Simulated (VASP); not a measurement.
# Al (Fm-3m) in VASP: further runs

Al is run at these levels: PBEsol; tasks: single point, relaxation of volume and atoms at fixed shape.

Everything below comes from runs of VASP 6.6.1. Logs are shortened: lines on timing, memory, paths and dates and some standing lists are left out, and cuts for length are marked.

### 1 The cell of the first run

Symmetry: Fm-3m, No. 225, cubic system. Conventional cell: a = 4.015 Å, b = 4.015 Å, c = 4.015 Å, α = 90.00°, β = 90.00°, γ = 90.00°. Within 3.7 Å of Al (site symmetry m-3m) lie 12 Al at 2.84 Å.

### 2 Single point, PBEsol

INCAR

```
SYSTEM = Al
PREC = Accurate
ENCUT = 520
EDIFF = 1E-6
ISMEAR = -1
SIGMA = 0.1
LREAL = .False.
LASPH = .True.
NELM = 60
ALGO = Normal
ISIF = 2
LWAVE = .False.
LCHARG = .False.
GGA = PS
NBANDS = 8
```

KPOINTS

```
Automatic mesh
0
Gamma
  10 10 10
  0 0 0
```

POSCAR

```
Al
1.0
    2.8387624944      0.0000000000      0.0000000000
    1.4193812472      2.4584404354      0.0000000000
    1.4193812472      0.8194801451      2.3178398707
Al
1
Direct
    0.0000000000      0.0000000000      0.0000000000
```

Potentials or basis: VASP PAW PBE potentials, release 64 (Al).

Command:

```
$ cat potpaw_PBE.64/Al/POTCAR > POTCAR
$ mpirun -np 1 vasp_std > vasp.out
```

OUTCAR:

```text
SYSTEM = Al
   PREC = Accurate
   ENCUT = 520
   EDIFF = 1E-6
   ISMEAR = -1
   LREAL = .False.
   LASPH = .True.
   NELM = 60
   ISIF = 2
   GGA = PS

 ion  position               nearest neighbor table
   1  0.000  0.000  0.000-

  LATTYP: Found a face centered cubic cell.
 ALAT       =     4.0146164199

  Lattice vectors:

 A1 = (   2.8387624944,   0.0000000000,   0.0000000000)
 A2 = (   1.4193812472,   2.4584404354,   0.0000000000)
 A3 = (   1.4193812472,   0.8194801451,   2.3178398707)

Analysis of symmetry for initial positions (statically):
=====================================================================
 Subroutine PRICEL returns:
 Original cell was already a primitive cell.

 Routine SETGRP: Setting up the symmetry group for a
 face centered cubic supercell.

 Subroutine GETGRP returns: Found 48 space group operations
 (whereof 48 operations were pure point group operations)
 out of a pool of 48 trial point group operations.

The static configuration has the point symmetry O_h .

Analysis of symmetry for dynamics (positions and initial velocities):
=====================================================================
 Subroutine PRICEL returns:
 Original cell was already a primitive cell.

 Routine SETGRP: Setting up the symmetry group for a
 face centered cubic supercell.

 Subroutine GETGRP returns: Found 48 space group operations
 (whereof 48 operations were pure point group operations)
 out of a pool of 48 trial point group operations.

The dynamic configuration has the point symmetry O_h .

 Subroutine INISYM returns: Found 48 space group operations
 (whereof 48 operations are pure point group operations),
 and found     1 'primitive' translations

----------------------------------------------------------------------------------------

                                     Primitive cell

  volume of cell :      16.1760

  direct lattice vectors                    reciprocal lattice vectors
     2.838762494  0.000000000  0.000000000     0.352266173 -0.203380970 -0.143812063
     1.419381247  2.458440435  0.000000000     0.000000000  0.406761940 -0.143812063
     1.419381247  0.819480145  2.317839871     0.000000000  0.000000000  0.431436189

  length of vectors
     2.838762494  2.838762494  2.838762494     0.431436189  0.431436189  0.431436189

  position of ions in fractional coordinates (direct lattice)
     0.000000000  0.000000000  0.000000000

  ion indices of the primitive-cell ions
   primitive index   ion index
                 1           1

----------------------------------------------------------------------------------------

 KPOINTS: Automatic mesh

Automatic generation of k-mesh.
 Grid dimensions read from file:
 generate k-points for:   10   10   10

 Generating k-lattice:

  Cartesian coordinates                     Fractional coordinates (reciprocal lattice)
     0.035226617 -0.020338097 -0.014381206     0.100000000 -0.000000000 -0.000000000
     0.000000000  0.040676194 -0.014381206     0.000000000  0.100000000  0.000000000
     0.000000000  0.000000000  0.043143619     0.000000000  0.000000000  0.100000000

  Length of vectors
     0.043143619  0.043143619  0.043143619

  Shift w.r.t. Gamma in fractional coordinates (k-lattice)
     0.000000000  0.000000000  0.000000000

 Subroutine IBZKPT returns following result:
 ===========================================

 Found     47 irreducible k-points:

 Following reciprocal coordinates:
            Coordinates               Weight
  0.000000  0.000000  0.000000      1.000000
  0.100000  0.000000 -0.000000      8.000000
  0.200000  0.000000 -0.000000      8.000000
  0.300000  0.000000 -0.000000      8.000000
  0.400000  0.000000  0.000000      8.000000
  0.500000 -0.000000 -0.000000      4.000000
[... 16 lines left out ...]
  0.300000  0.300000 -0.000000      6.000000
  0.400000  0.300000  0.000000     24.000000
 [... further k-points ...]
   k-points           NKPTS =     47   k-points in BZ     NKDIM =     47   number of bands    NBANDS=      8
   number of dos      NEDOS =    301   number of ions     NIONS =      1
   total plane-waves  NPLWV =  13824
   dimension x,y,z NGX =    24 NGY =   24 NGZ =   24
   dimension x,y,z NGXF=    48 NGYF=   48 NGZF=   48
   ions per type =               1
   NGX,Y,Z   is equivalent  to a cutoff of  14.06, 14.06, 14.06 a.u.
   NGXF,Y,Z  is equivalent  to a cutoff of  28.11, 28.11, 28.11 a.u.
 SYSTEM =  Al
   PREC   = accura    normal or accurate (medium, high low for compatibility)
   ISTART =      0    job   : 0-new  1-cont  2-samecut
   ICHARG =      2    charge: 1-file 2-atom 10-const
   ISPIN  =      1    spin polarized calculation?
   LNONCOLLINEAR =      F non collinear calculations
   LSORBIT =      F    spin-orbit coupling
   LASPH  =      T    aspherical Exc in radial PAW
   ENCUT  =  520.0 eV  38.22 Ry    6.18 a.u.   5.28  5.28  5.28*2*pi/ulx,y,z
   NELM   =     60;   NELMIN=  2; NELMDL= -5     # of ELM steps
   EDIFF  = 0.1E-05   stopping-criterion for ELM
   LREAL  =      F    real-space projection
   EDIFFG = 0.1E-04   stopping-criterion for IOM
   NSW    =      0    number of steps for IOM
   IBRION =     -1    ionic relax: 0-MD 1-quasi-New 2-CG
   NFREE  =      0    steps in history (QN), initial steepest desc. (CG)
   ISIF   =      2    stress and relaxation
   ISYM   =      2    0-nonsym 1-usesym 2-fastsym
   POTIM  = 0.5000    time-step for ionic-motion
   TEBEG  =    0.0;   TEEND  =   0.0 temperature during run
   PSTRESS=    0.0 pullay stress
   NELECT =       3.0000    total number of electrons
   NUPDOWN=      -1.0000    fix difference up-down
   EMIN   =  10.00;   EMAX   =-10.00  energy-range for DOS
   EFERMI =   0.00;   METHOD = LEGACY
   ISMEAR =    -1;   SIGMA  =   0.10  broadening in eV -4-tet -1-fermi 0-gaus
   EFERMI_NEDOS =   21; number of points for ismear=-14 and -15
   IALGO  =     38    algorithm
   IMIX   =      4    mixing-type and parameters
     AMIX     =   0.40;   BMIX     =  1.00
     AMIX_MAG =   1.60;   BMIX_MAG =  1.00
  volume/ion in A,a.u.               =      16.18       109.16
  Fermi-wavevector in a.u.,A,eV,Ry     =   0.933594  1.764236 11.858797  0.871597
  Thomas-Fermi vector in A             =   2.060311
   LORBIT       =      0    0 simple, 1 ext, 2 COOP (PROOUT), +10 PAW based schemes
   GGA     = PS    functional components
   LHFCALC =     F    Hartree Fock is set to
   AEXX    =    0.0000 exact exchange contribution
   IVDW    =     0    specifies the selected vdW correction
   LEPSILON=     F    determine dielectric tensor
   LRPA    =     F    only Hartree local field effects (RPA)
 non-spin polarized calculation
  energy-cutoff  :      520.00
  volume of cell :       16.18
 maximum number of plane-waves:       448
 NGX is ok and might be reduce to    24
   NGX = 11   NGY = 11   NGZ = 11

 number of electron       3.0000000 magnetization

 Free energy of the ion-electron system (eV)
  ---------------------------------------------------
  ext. energy  EPLUGINS =         0.00000000
  ---------------------------------------------------
  free energy    TOTEN  =        -4.08440510 eV

  energy without entropy =       -4.06446473  energy(sigma->0) =       -4.07443492

 E-fermi :   8.2656     XC(G=0): -10.3300

 val. band max:        8.2638374399   @ k =  -0.4000   0.4000  -0.0000
 cond. band min:       8.3760971808   @ k =  -0.3000   0.2000   0.0000
 fundamental gap:      0.1122597409
 Fermi energy:         8.2656429938

 k-point     1 :       0.0000    0.0000    0.0000
  band No.  band energies     occupation
      1      -3.1104      2.00000
      2      20.8612      0.00000
      3      20.8612      0.00000
      4      20.8612      0.00000
      5      22.5038      0.00000
      6      22.5038      0.00000
      7      22.5038      0.00000
      8      24.7843      0.00000

 k-point     2 :       0.1000    0.0000   -0.0000
  band No.  band energies     occupation
      1      -2.8352      2.00000
      2      17.5773      0.00000
      3      20.1682      0.00000
      4      20.1682      0.00000
      5      23.1210      0.00000
      6      23.6130      0.00000
      7      23.6130      0.00000
      8      26.4382      0.00000

 k-point     3 :       0.2000    0.0000   -0.0000
  band No.  band energies     occupation
      1      -2.0130      2.00000
      2      13.5437      0.00000
      3      19.4180      0.00000
      4      19.4180      0.00000
      5      22.8197      0.00000
      6      23.9851      0.00000
      7      23.9851      0.00000
      8      26.0626      0.00000

 k-point     4 :       0.3000    0.0000   -0.0000
  band No.  band energies     occupation
      1      -0.6532      2.00000
      2       9.8116      0.00000
      3      19.0687      0.00000
      4      19.0687      0.00000
      5      22.2001      0.00000
      6      22.2001      0.00000
      7      22.6404      0.00000
      8      26.2578      0.00000

 k-point     5 :       0.4000    0.0000    0.0000
  band No.  band energies     occupation
      1       1.2282      2.00000
      2       6.4909      2.00000
      3      19.1662      0.00000
      4      19.1662      0.00000
      5      20.7394      0.00000
      6      20.7394      0.00000
      7      22.8507      0.00000
      8      24.7096      0.00000

 k-point     6 :       0.5000   -0.0000   -0.0000
  band No.  band energies     occupation
      1       3.4841      2.00000
      2       3.7534      2.00000
      3      19.6836      0.00000
      4      19.6836      0.00000
      5      19.7624      0.00000
      6      19.7624      0.00000
      7      23.4084      0.00000
      8      23.6854      0.00000

 k-point     7 :       0.1000    0.1000    0.0000
  band No.  band energies     occupation
      1      -2.7436      2.00000
      2      18.7693      0.00000
      3      18.7693      0.00000
      4      19.0004      0.00000
      5      21.7063      0.00000
      6      24.2289      0.00000
      7      25.1270      0.00000
      8      25.1270      0.00000

 k-point     8 :       0.2000    0.1000    0.0000
  band No.  band energies     occupation
      1      -2.1041      2.00000
      2      15.0246      0.00000
      3      17.7884      0.00000
      4      19.1828      0.00000
      5      21.6847      0.00000
      6      22.4543      0.00000
      7      25.4981      0.00000
      8      26.4548      0.00000

 k-point     9 :       0.3000    0.1000   -0.0000
  band No.  band energies     occupation
      1      -0.9242      2.00000
      2      11.2188      0.00000
      3      17.2616      0.00000
      4      18.8468      0.00000
      5      19.6280      0.00000
      6      24.5566      0.00000
      7      25.0064      0.00000
      8      25.4617      0.00000

 k-point    10 :       0.4000    0.1000    0.0000
  band No.  band energies     occupation
      1       0.7823      2.00000
      2       7.7711      1.98587
      3      17.1962      0.00000
      4      17.8826      0.00000
      5      18.9070      0.00000
      6      23.4702      0.00000
      7      25.2789      0.00000
      8      26.5490      0.00000
[... 78 lines left out ...]
 k-point    18 :       0.4000    0.2000   -0.0000
  band No.  band energies     occupation
      1       0.8707      2.00000
      2       9.5246      0.00001
      3      14.7722      0.00000
      4      15.7056      0.00000
      5      17.3846      0.00000
      6      23.3626      0.00000
      7      26.6053      0.00000
      8      29.2665      0.00000

 k-point    19 :       0.5000    0.2000   -0.0000
  band No.  band energies     occupation
      1       2.9028      2.00000
      2       6.3957      2.00000
      3      13.3751      0.00000
      4      15.9462      0.00000
      5      17.7190      0.00000
      6      25.3691      0.00000
      7      26.2722      0.00000
      8      28.7456      0.00000

 k-point    20 :      -0.4000    0.2000    0.0000
  band No.  band energies     occupation
      1       3.6887      2.00000
      2       5.4436      2.00000
      3      12.4780      0.00000
      4      16.6553      0.00000
      5      18.5254      0.00000
      6      24.5320      0.00000
      7      27.1268      0.00000
      8      30.0709      0.00000

 k-point    21 :      -0.3000    0.2000    0.0000
  band No.  band energies     occupation
      1       1.4943      2.00000
      2       8.3761      0.49778
      3      12.1296      0.00000
      4      17.8332      0.00000
      5      19.8084      0.00000
      6      24.1144      0.00000
      7      26.5897      0.00000
      8      27.3206      0.00000

 k-point    22 :      -0.2000    0.2000    0.0000
  band No.  band energies     occupation
      1      -0.2031      2.00000
      2      11.2471      0.00000
      3      12.7906      0.00000
      4      19.4736      0.00000
      5      21.5160      0.00000
      6      23.7002      0.00000
      7      24.8025      0.00000
      8      25.8041      0.00000

 k-point    23 :       0.3000    0.3000   -0.0000
  band No.  band energies     occupation
      1       0.1552      2.00000
      2      14.0992      0.00000
      3      14.8563      0.00000
      4      15.0764      0.00000
      5      15.0764      0.00000
      6      18.6974      0.00000
      7      30.6752      0.00000
      8      31.8891      0.00000

 k-point    24 :       0.4000    0.3000    0.0000
  band No.  band energies     occupation
      1       1.4909      2.00000
      2      11.6139      0.00000
      3      12.0957      0.00000
      4      14.6904      0.00000
      5      15.9819      0.00000
      6      19.6610      0.00000
      7      29.9849      0.00000
      8      32.2886      0.00000

 [... further k-points ...]
[... 5 lines left out ...]
  --------------------------------------------------------------------------------------
  -------------------------------------------------------------------------------------
  Total        0.0053981      0.0053981      0.0053981      0.0000000     -0.0000000      0.0000000
  in kB        0.5346667      0.5346667      0.5346667      0.0000000     -0.0000000      0.0000000
  external PRESSURE =       0.5346667 kB  Pullay stress =       0.0000000 kB

 VOLUME and BASIS-vectors are now :
 -----------------------------------------------------------------------------
  energy-cutoff  :      520.00
  volume of cell :       16.18
      direct lattice vectors                 reciprocal lattice vectors
     2.838762494  0.000000000  0.000000000     0.352266173 -0.203380970 -0.143812063
     1.419381247  2.458440435  0.000000000     0.000000000  0.406761940 -0.143812063
     1.419381247  0.819480145  2.317839871     0.000000000  0.000000000  0.431436189

 POSITION                                       TOTAL-FORCE (eV/Angst)
 -----------------------------------------------------------------------------------
      0.00000      0.00000      0.00000         0.000000     -0.000000      0.000000
 -----------------------------------------------------------------------------------
    total drift:                                0.000000     -0.000000     -0.000000

  FREE ENERGIE OF THE ION-ELECTRON SYSTEM (eV)
  ---------------------------------------------------
  free  energy   TOTEN  =        -4.0844050990 eV

  energy  without entropy=       -4.0644647342  energy(sigma->0) =       -4.07443492
```

It took 2.7 s on 1 thread of Intel Xeon Platinum 8488C (Sapphire Rapids), shared host; peak memory 0.13 GiB.

What came out:

```yaml
Free_energy: -4.0844 eV
Pressure: 0.1 GPa
```

Caveat: the PAW data sets were made with another functional, which shifts forces and pressure a little.

### 3 Relaxation of volume and atoms at fixed shape, PBEsol

This run uses another cell than the first one, of 16.60 Å³/atom, 1.026 times its volume.

INCAR

```
PREC = Accurate ; ENCUT = 600
EDIFF = 1E-6 ; ISMEAR = -1
SIGMA = 0.1 ; LREAL = False
LASPH = True ; NELM = 80
ALGO = Normal ; ISIF = 8
LWAVE = False ; LCHARG = False
GGA = PS ; IBRION = 2
NSW = 80 ; EDIFFG = -0.03
```

KPOINTS

```
Automatic mesh
0
Gamma
  10 10 10
```

POSCAR

```
Al
1.0
    2.8635070000      0.0000000000      0.0000000000
    1.4317535000      2.4798698059      0.0000000000
    1.4317535000      0.8266232686      2.3380436750
Al
1
Direct
    0.0000000000      0.0000000000      0.0000000000
```

Potentials or basis: VASP PAW PBE potentials, release 64 (Al).

Command:

```
$ cat potpaw_PBE.64/Al/POTCAR > POTCAR
$ mpirun -np 1 vasp_std > vasp.out
```

Wall time 3.3 s (1 thread of Intel Xeon Platinum 8488C (Sapphire Rapids), shared host); peak memory 0.13 GiB.

Results (log left out):

```yaml
Free_energy: -4.0845 eV
Relaxed_volume: 16.14 Å³/atom
Relaxed_cell: a = 2.837 Å, b = 2.837 Å, c = 2.837 Å, α = 60.00°, β = 60.00°, γ = 60.00°
Space_group_after_relaxing_to_0.05_Å: Fm-3m (No. 225)
Energy_gained_by_relaxing: 2.5 meV/atom
Ionic_steps: 2
Pressure_after_relaxing: 0.2 GPa
```

Step by step:
```csv
step,energy change (eV),largest force (eV/Å),pressure (GPa),volume (Å³)
1,0.0000,0.0000,-1.88,16.60
2,-0.0025,0.0000,0.24,16.14
```

Final structure:
```
CELL_PARAMETERS angstrom
2.83656 0.00000 0.00000
1.41828 2.45654 0.00000
1.41828 0.81885 2.31605
ATOMIC_POSITIONS crystal
Al 0.00000 0.00000 0.00000
```

Levels at points of the mesh, in eV from the Fermi level:
```
           k point  band 1  band 2  band 3  band 4  band 5
(0.00, 0.00, 0.00)  -11.39   12.61   12.61   12.61   14.27
(0.50, 0.00, 0.00)   -4.79   -4.52   11.43   11.51   11.52
(0.50, 0.50, 0.00)   -3.08   -1.72    5.15    5.58    5.58
```

Caveat: the PAW data sets were made with another functional, which shifts forces and pressure a little.
